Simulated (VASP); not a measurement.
## Fe: single point with PBE

Fe:

```
Fe
1.0
     0.00000    1.74775    1.74775
     1.74775    0.00000    1.74775
     1.74775    1.74775    0.00000
Fe
1
Cartesian
  0.0000 0.0000 0.0000
```

```json
{"Program": "VASP 6.6.1", "Task": "single point", "Functional": "PBE", "Potentials or basis": "VASP PAW PBE potentials, release 64 (Fe)", "Cutoff": "520 eV", "k mesh": "54 × 54 × 54", "Occupations": "fermi-dirac, width 0.0612256 eV", "Spin": "no spin polarisation"}
```

```json
{
  "Pressure": "-10.8 GPa",
  "Band gap on the k mesh": "zero (band 4 reaches 7.52 eV, above the bottom of band 5 at 5.58 eV)"
}
```

Levels at points of the mesh, in eV from the Fermi level:
| k point | band 1 | band 2 | band 3 | band 4 | band 5 | band 6 | band 7 | band 8 | band 9 |
| --- | --- | --- | --- | --- | --- | --- | --- | --- | --- |
| (0.00, 0.00, 0.00) | -8.59 | -1.53 | -1.53 | -1.53 | -0.07 | -0.07 | 22.97 | 28.17 | 28.17 |
| (0.50, 0.00, 0.00) | -4.60 | -1.61 | -1.61 | 0.21 | 0.93 | 0.93 | 7.93 | 21.56 | 26.24 |
| (0.50, 0.50, 0.00) | -4.66 | -3.94 | 0.90 | 1.19 | 1.19 | 3.15 | 11.28 | 15.80 | 15.80 |

Run time: 5 min on 1 thread of Oxide Virtual Turin-like Processor (shared host), peak memory 0.48 GiB.

Caveat: the run has no spin polarisation, though such a crystal can be magnetic. Spin polarisation is off, so any magnetic state and its effect on volume and gap are missing.
